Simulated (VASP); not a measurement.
# La5O (I4/mmm) in VASP: notebook

Runs on La5O. Level: PBE. Tasks: single point.

Everything below comes from runs of VASP 6.6.1. Logs are shortened: lines on timing, memory, paths and dates and some standing lists are left out, and cuts for length are marked.

**1. The cell of the first run**

The structure is tetragonal, space group I4/mmm (No. 139). The conventional cell has a = 6.541 Å, b = 6.541 Å, c = 11.066 Å, α = 90.00°, β = 90.00°, γ = 90.00°. La (site symmetry -4m2) has 8 La at 3.35 to 4.28 Å and 4 O at 4.28 Å within 4.4 Å. La (site symmetry 4mm) has 1 O at 2.06 Å within 2.7 Å. La (site symmetry 4/mmm) has 10 La at 3.47 to 4.28 Å and 4 O at 4.63 Å within 4.7 Å. Within 2.7 Å of O (site symmetry 4/mmm) lie 2 La at 2.06 Å.

The cell was generated, and may not be a known phase.

**2. Single point, PBE**

INCAR

```
  PREC = Accurate
  ENCUT = 520
  EDIFF = 1E-6
  ISMEAR = 0
  SIGMA = 0.1
  LREAL = False
  LASPH = True
  NELM = 60
  ALGO = Normal
  ISIF = 2
  LWAVE = False
  LCHARG = True
  GGA = PE
  LELF = True
  LVHAR = True
  NBANDS = 40
```

KPOINTS

```
Automatic mesh
0
Gamma
  4 4 4
```

POSCAR

```
La5O
1.0
   -3.2706826093      3.2706826093      5.5331593386
    3.2706826093     -3.2706826093      5.5331593386
    3.2706826093      3.2706826093     -5.5331593386
La O
5 1
Direct
    0.7500000000      0.2500000000      0.5000000000
    0.2500000000      0.7500000000      0.5000000000
    0.3138692092      0.3138692092      0.0000000000
    0.6861307908      0.6861307908      0.0000000000
    0.0000000000      0.0000000000      0.0000000000
    0.5000000000      0.5000000000      0.0000000000
```

Potentials or basis: VASP PAW PBE potentials, release 64 (La, O).

The run is started by

```sh
$ cat potpaw_PBE.64/La/POTCAR potpaw_PBE.64/O/POTCAR > POTCAR
$ mpirun -np 1 vasp_std > vasp.out
```

OUTCAR:

```text
PREC = Accurate
   ENCUT = 520
   EDIFF = 1E-6
   ISMEAR = 0
   LREAL = False
   LASPH = True
   NELM = 60
   ISIF = 2
   GGA = PE

 ion  position               nearest neighbor table
   1  0.750  0.250  0.500-   3 3.35   4 3.35   3 3.35   4 3.35
   2  0.250  0.750  0.500-   3 3.35   4 3.35   3 3.35   4 3.35
   3  0.314  0.314  0.000-   6 2.06   2 3.35   1 3.35   2 3.35   1 3.35   5 3.47
   4  0.686  0.686  0.000-   6 2.06   1 3.35   2 3.35   1 3.35   2 3.35   5 3.47
   5  0.000  0.000  0.000-   3 3.47   4 3.47
   6  0.500  0.500  0.000-   3 2.06   4 2.06

  LATTYP: Found a body centered tetragonal cell.
 ALAT       =     6.5413652186
 C/A-ratio  =     1.6917445071

  Lattice vectors:

 A1 = (  -3.2706826093,   3.2706826093,   5.5331593386)
 A2 = (   3.2706826093,  -3.2706826093,   5.5331593386)
 A3 = (   3.2706826093,   3.2706826093,  -5.5331593386)

Analysis of symmetry for initial positions (statically):
=====================================================================
 Subroutine PRICEL returns:
 Original cell was already a primitive cell.

 Routine SETGRP: Setting up the symmetry group for a
 body centered tetragonal supercell.

 Subroutine GETGRP returns: Found 16 space group operations
 (whereof 16 operations were pure point group operations)
 out of a pool of 16 trial point group operations.

The static configuration has the point symmetry D_4h.

Analysis of symmetry for dynamics (positions and initial velocities):
=====================================================================
 Subroutine PRICEL returns:
 Original cell was already a primitive cell.

 Routine SETGRP: Setting up the symmetry group for a
 body centered tetragonal supercell.

 Subroutine GETGRP returns: Found 16 space group operations
 (whereof 16 operations were pure point group operations)
 out of a pool of 16 trial point group operations.

The dynamic configuration has the point symmetry D_4h.

 Subroutine INISYM returns: Found 16 space group operations
 (whereof 16 operations are pure point group operations),
 and found     1 'primitive' translations

----------------------------------------------------------------------------------------

                                     Primitive cell

  volume of cell :     236.7609

  direct lattice vectors                    reciprocal lattice vectors
    -3.270682609  3.270682609  5.533159339     0.000000000  0.152873287  0.090364287
     3.270682609 -3.270682609  5.533159339     0.152873287  0.000000000  0.090364287
     3.270682609  3.270682609 -5.533159339     0.152873287  0.152873287  0.000000000

  length of vectors
     7.211836224  7.211836224  7.211836224     0.177583632  0.177583632  0.216195475

  position of ions in fractional coordinates (direct lattice)
     0.750000000  0.250000000  0.500000000
     0.250000000  0.750000000  0.500000000
     0.313869209  0.313869209  0.000000000
     0.686130791  0.686130791  0.000000000
     0.000000000  0.000000000  0.000000000
     0.500000000  0.500000000  0.000000000

  ion indices of the primitive-cell ions
   primitive index   ion index
                 1           1
                 2           2
                 3           3
                 4           4
                 5           5
                 6           6

----------------------------------------------------------------------------------------

 KPOINTS: Automatic mesh

Automatic generation of k-mesh.
 Grid dimensions read from file:
 generate k-points for:    4    4    4

 Generating k-lattice:

  Cartesian coordinates                     Fractional coordinates (reciprocal lattice)
     0.000000000  0.038218322  0.022591072     0.250000000  0.000000000  0.000000000
     0.038218322  0.000000000  0.022591072     0.000000000  0.250000000  0.000000000
     0.038218322  0.038218322  0.000000000     0.000000000  0.000000000  0.250000000

  Length of vectors
     0.044395908  0.044395908  0.054048869

  Shift w.r.t. Gamma in fractional coordinates (k-lattice)
     0.000000000  0.000000000  0.000000000

 Subroutine IBZKPT returns following result:
 ===========================================

 Found     13 irreducible k-points:

 Following reciprocal coordinates:
            Coordinates               Weight
  0.000000  0.000000  0.000000      1.000000
  0.250000  0.000000 -0.000000      8.000000
  0.500000  0.000000 -0.000000      4.000000
  0.250000  0.250000 -0.000000      8.000000
  0.500000  0.250000 -0.000000     16.000000
 -0.250000  0.250000  0.000000      4.000000
  0.500000  0.500000 -0.000000      2.000000
  0.250000  0.250000  0.250000      2.000000
 -0.250000  0.250000  0.250000      4.000000
  0.500000  0.500000  0.250000      4.000000
 -0.250000  0.500000  0.250000      8.000000
 -0.250000 -0.250000  0.250000      2.000000
  0.500000  0.500000  0.500000      1.000000
   k-points           NKPTS =     13   k-points in BZ     NKDIM =     13   number of bands    NBANDS=     40
[... 113 lines left out ...]
      3     -27.3764      2.00000
      4     -26.5392      2.00000
      5     -26.4756      2.00000
      6     -14.4568      2.00000
[... 32 lines left out ...]
     39       6.8887      0.00000
     40       6.9276      0.00000

 k-point     5 :       0.5000    0.2500   -0.0000
  band No.  band energies     occupation
      1     -27.7672      2.00000
      2     -27.3857      2.00000
      3     -27.3852      2.00000
      4     -26.5429      2.00000
      5     -26.4870      2.00000
      6     -14.4529      2.00000
[... 32 lines left out ...]
     39       6.8912      0.00000
     40       6.9180      0.00000

 k-point     6 :      -0.2500    0.2500    0.0000
  band No.  band energies     occupation
      1     -27.7679      2.00000
      2     -27.4054      2.00000
      3     -27.3763      2.00000
      4     -26.5208      2.00000
      5     -26.4935      2.00000
      6     -14.4443      2.00000
[... 32 lines left out ...]
     39       6.8829      0.00000
     40       6.9445      0.00000

 k-point     7 :       0.5000    0.5000   -0.0000
  band No.  band energies     occupation
      1     -27.7670      2.00000
      2     -27.3799      2.00000
      3     -27.3796      2.00000
      4     -26.5495      2.00000
      5     -26.4960      2.00000
      6     -14.4488      2.00000
[... 32 lines left out ...]
     39       6.9656      0.00000
     40       7.0127      0.00000

 k-point     8 :       0.2500    0.2500    0.2500
  band No.  band energies     occupation
      1     -27.7669      2.00000
      2     -27.3798      2.00000
      3     -27.3798      2.00000
      4     -26.5522      2.00000
      5     -26.4933      2.00000
      6     -14.4612      2.00000
[... 32 lines left out ...]
     39       6.9189      0.00000
     40       6.9370      0.00000

 k-point     9 :      -0.2500    0.2500    0.2500
  band No.  band energies     occupation
      1     -27.7674      2.00000
      2     -27.3913      2.00000
      3     -27.3909      2.00000
      4     -26.5337      2.00000
      5     -26.4807      2.00000
      6     -14.4445      2.00000
[... 32 lines left out ...]
     39       6.9268      0.00000
     40       6.9537      0.00000

 k-point    10 :       0.5000    0.5000    0.2500
  band No.  band energies     occupation
      1     -27.7669      2.00000
      2     -27.4051      2.00000
      3     -27.3765      2.00000
      4     -26.5471      2.00000
      5     -26.4683      2.00000
      6     -14.4448      2.00000
[... 32 lines left out ...]
     39       6.9386      0.00000
     40       6.9781      0.00000

 k-point    11 :      -0.2500    0.5000    0.2500
  band No.  band energies     occupation
      1     -27.7671      2.00000
      2     -27.4162      2.00000
      3     -27.3761      2.00000
      4     -26.5422      2.00000
      5     -26.4583      2.00000
      6     -14.4487      2.00000
[... 32 lines left out ...]
     39       6.9177      0.00000
     40       6.9570      0.00000

 k-point    12 :      -0.2500   -0.2500    0.2500
  band No.  band energies     occupation
      1     -27.7678      2.00000
      2     -27.4293      2.00000
      3     -27.3730      2.00000
      4     -26.5309      2.00000
      5     -26.4548      2.00000
      6     -14.4522      2.00000
[... 32 lines left out ...]
     39       6.9210      0.00000
     40       6.9595      0.00000

 k-point    13 :       0.5000    0.5000    0.5000
  band No.  band energies     occupation
      1     -27.7669      2.00000
      2     -27.4292      2.00000
      3     -27.3731      2.00000
      4     -26.5447      2.00000
      5     -26.4420      2.00000
      6     -14.4405      2.00000
[... 32 lines left out ...]
     39       6.9091      0.00000
     40       6.9833      0.00000

------------------------ aborting loop because EDIFF is reached ----------------------------------------

  FORCE on cell =-STRESS in cart. coord.  units (eV):
  Direction    XX          YY          ZZ          XY          YZ          ZX
  --------------------------------------------------------------------------------------
  -------------------------------------------------------------------------------------
  Total        0.2500566      0.2500566      0.5226736      0.0000000     -0.0000000      0.0000000
  in kB        1.6921503      1.6921503      3.5369685      0.0000000     -0.0000000      0.0000000
  external PRESSURE =       2.3070897 kB  Pullay stress =       0.0000000 kB

 VOLUME and BASIS-vectors are now :
 -----------------------------------------------------------------------------
  energy-cutoff  :      520.00
  volume of cell :      236.76
      direct lattice vectors                 reciprocal lattice vectors
    -3.270682609  3.270682609  5.533159339     0.000000000  0.152873287  0.090364287
     3.270682609 -3.270682609  5.533159339     0.152873287  0.000000000  0.090364287
     3.270682609  3.270682609 -5.533159339     0.152873287  0.152873287  0.000000000

 POSITION                                       TOTAL-FORCE (eV/Angst)
 -----------------------------------------------------------------------------------
     -0.00000      3.27068      2.76658        -0.000000     -0.000000     -0.000000
      3.27068     -0.00000      2.76658        -0.000000     -0.000000     -0.000000
      0.00000      0.00000      3.47338         0.000000      0.000000      0.009774
      0.00000      0.00000      7.59294        -0.000000     -0.000000     -0.009774
      0.00000      0.00000      0.00000        -0.000000     -0.000000      0.000000
      0.00000      0.00000      5.53316        -0.000000     -0.000000     -0.000000
 -----------------------------------------------------------------------------------
    total drift:                                0.000000      0.000000     -0.000000

  FREE ENERGIE OF THE ION-ELECTRON SYSTEM (eV)
  ---------------------------------------------------
  free  energy   TOTEN  =       -30.4096144582 eV

  energy  without entropy=      -30.3485142915  energy(sigma->0) =      -30.37906437
```

Wall time 7.8 min (1 thread of Intel Xeon 8259CL, shared host); peak memory 0.46 GiB.

Results:

| Item | Value |
| --- | --- |
| Free energy | -30.4096 eV |
| Pressure | 0.2 GPa |
| Largest force | 0.010 eV/Å |
| Band gap on the k mesh | zero (an odd number of electrons rules out a gap without spin polarisation) |

Forces on the atoms (eV/Å):
```
La   0.000  0.000  0.000
La   0.000  0.000  0.000
La   0.000  0.000  0.010
La   0.000  0.000 -0.010
La   0.000  0.000  0.000
O    0.000  0.000  0.000
```

Stress tensor (GPa, compression positive):
```
0.17 0.00 0.00
0.00 0.17 0.00
0.00 0.00 0.35
```

Caveat: spin-orbit coupling is left out, which moves the levels of the heavy elements.

**3. Single point, PBE**

This run uses another cell than the first one, of 30.11 Å³/atom.

INCAR

```
SYSTEM = La5O
PREC = Accurate
ENCUT = 520
EDIFF = 1E-7
ISMEAR = 0
SIGMA = 0.1
LREAL = .False.
LASPH = .True.
NELM = 60
ALGO = Normal
ISIF = 2
LWAVE = .False.
LCHARG = .True.
GGA = PE
LELF = .True.
LVHAR = .True.
NBANDS = 40
```

KPOINTS

```
Automatic mesh
0
Gamma
  4 4 4
  0 0 0
```

POSCAR

```
La5O
1.0
   -3.0884293500      3.0884293500      4.7343953000
    3.0884293500     -3.0884293500      4.7343953000
    3.0884293500      3.0884293500     -4.7343953000
La O
5 1
Direct
    0.7500000000      0.2500000000      0.5000000000
    0.2500000000      0.7500000000      0.5000000000
    0.2949010500      0.2949010500      0.0000000000
    0.7050989500      0.7050989500      0.0000000000
    0.0000000000      0.0000000000      0.0000000000
    0.5000000000      0.5000000000      0.0000000000
```

Potentials or basis: VASP PAW PBE potentials, release 64 (La, O).

The run is started by

```sh
$ cat potpaw_PBE.64/La/POTCAR potpaw_PBE.64/O/POTCAR > POTCAR
$ mpirun -np 1 vasp_std > vasp.out
```

Wall time 6.6 min (1 thread of Intel Xeon 8259CL, shared host); peak memory 0.37 GiB.

Results (log left out):

| Quantity | Value |
| --- | --- |
| Free energy | -28.8364 eV |
| Pressure | 10.6 GPa |
| Largest force | 0.896 eV/Å |
| Band gap on the k mesh | zero (an odd number of electrons rules out a gap without spin polarisation) |

Forces on the atoms (eV/Å):
```
La   0.000  0.000  0.000
La   0.000  0.000  0.000
La   0.000  0.000 -0.896
La   0.000  0.000  0.896
La   0.000  0.000  0.000
O    0.000  0.000  0.000
```

Stress tensor (GPa, compression positive):
```
 5.43  0.00  0.00
 0.00  5.43  0.00
 0.00  0.00 20.93
```

Levels at points of the mesh, in eV from the Fermi level:
```
           k point  band 26  band 27  band 28  band 29  band 30  band 31  band 32  band 33  band 34  band 35
(0.00, 0.00, 0.00)    -2.53    -1.06    -0.68    -0.68    -0.37    -0.37    -0.20     0.27     0.38     1.02
(0.50, 0.00, 0.00)    -1.13    -1.11    -0.88    -0.74    -0.58    -0.11     0.03     0.23     0.43     0.56
(0.50, 0.50, 0.00)    -0.99    -0.95    -0.47    -0.32     0.25     0.32     0.36     0.75     0.86     1.14
(0.50, 0.50, 0.50)    -1.69    -1.69    -1.20    -0.93    -0.86    -0.47     0.15     0.52     0.67     0.67
```

Caveat: the stress differs along the axes, from 5 to 21 GPa; spin-orbit coupling is left out, which moves the levels of the heavy elements.

**4. Single point, PBE**

This run uses another cell than the first one, of 39.88 Å³/atom.

INCAR

```
SYSTEM = La5O
ALGO     = Normal         ! electronic algorithm
EDIFF    = 1E-6           ! SCF threshold, eV
ENCUT    = 520            ! plane-wave cutoff, eV
GGA      = PE             ! functional
ISIF     = 2              ! what is computed and relaxed
ISMEAR   = 0              ! smearing method
LASPH    = .TRUE.         ! aspherical terms in the spheres
LCHARG   = .FALSE.        ! write CHGCAR
LREAL    = .FALSE.        ! projectors in reciprocal space
LWAVE    = .FALSE.        ! write WAVECAR
NBANDS   = 40             ! bands
NELM     = 100            ! most SCF steps
PREC     = Accurate       ! precision mode
SIGMA    = 0.1            ! smearing width, eV
```

KPOINTS

```
k-points
0
G
  8 8 8
  0 0 0
```

POSCAR

```
La5O
1.0
   -3.2840726625      3.2840726625      5.5458764819
    3.2840726625     -3.2840726625      5.5458764819
    3.2840726625      3.2840726625     -5.5458764819
La O
5 1
Direct
    0.7500000000      0.2500000000      0.5000000000
    0.2500000000      0.7500000000      0.5000000000
    0.3139794851      0.3139794851      0.0000000000
    0.6860205149      0.6860205149      0.0000000000
    0.0000000000      0.0000000000      0.0000000000
    0.5000000000      0.5000000000      0.0000000000
```

The run is started by

```sh
$ cat potpaw_PBE.64/La/POTCAR potpaw_PBE.64/O/POTCAR > POTCAR
$ mpirun -np 1 vasp_std > vasp.out
```

Wall time 35 min (1 thread of Intel Xeon 8259CL, shared host); peak memory 0.73 GiB.

The run converged. Its results:

- Free energy: -30.4228 eV
- Pressure: 0.0 GPa
- Largest force: 0.025 eV/Å
- Band gap on the k mesh: zero (an odd number of electrons rules out a gap without spin polarisation)

Forces in eV/Å, atoms in the order of the input:
```
La   0.000  0.000  0.000
La   0.000  0.000  0.000
La   0.000  0.000  0.025
La   0.000  0.000 -0.025
La   0.000  0.000  0.000
O    0.000  0.000  0.000
```

Levels at points of the mesh, in eV from the Fermi level:
```csv
k point,band 26,band 27,band 28,band 29,band 30,band 31,band 32,band 33,band 34,band 35
"(0.00, 0.00, 0.00)",-1.88,-0.48,-0.20,-0.20,-0.19,-0.19,-0.15,0.16,0.26,0.55
"(0.50, 0.00, 0.00)",-1.04,-0.94,-0.79,-0.48,-0.16,-0.07,0.16,0.39,0.39,0.48
"(0.50, 0.50, 0.00)",-0.97,-0.62,-0.51,-0.41,0.20,0.29,0.36,0.44,0.51,0.78
"(0.50, 0.50, 0.50)",-1.58,-0.87,-0.86,-0.86,-0.71,-0.43,-0.20,0.54,0.54,0.58
```

Caveat: spin-orbit coupling is left out, which moves the levels of the heavy elements.

**5. The runs side by side**

| cell | k mesh | gap on the mesh (eV) | pressure (GPa) | largest force (eV/Å) |
| --- | --- | --- | --- | --- |
| a = 7.212 Å, angles 126.1, 126.1, 79.8°, 6 atoms, atomic positions A | 4 × 4 × 4 | none | 0.2 | 0.01 |
| a = 6.441 Å, angles 122.7, 122.7, 85.4°, 6 atoms, atomic positions B | 4 × 4 × 4 | none | 10.6 | 0.90 |
| a = 7.234 Å, angles 126.0, 126.0, 79.9°, 6 atoms, atomic positions C | 8 × 8 × 8 | none | 0.0 | 0.02 |

Alike in all rows: task single point; level PBE; potentials or basis VASP PAW PBE potentials, release 64 (La, O); no spin polarisation; cutoff (eV) 520; smearing gaussian 0.1 eV.

Caveats: spin-orbit coupling is left out, which moves the levels of the heavy elements; the stress differs along the axes, from 5 to 21 GPa (at least some runs).

Absolute energies hang on the potentials; compare differences alone.
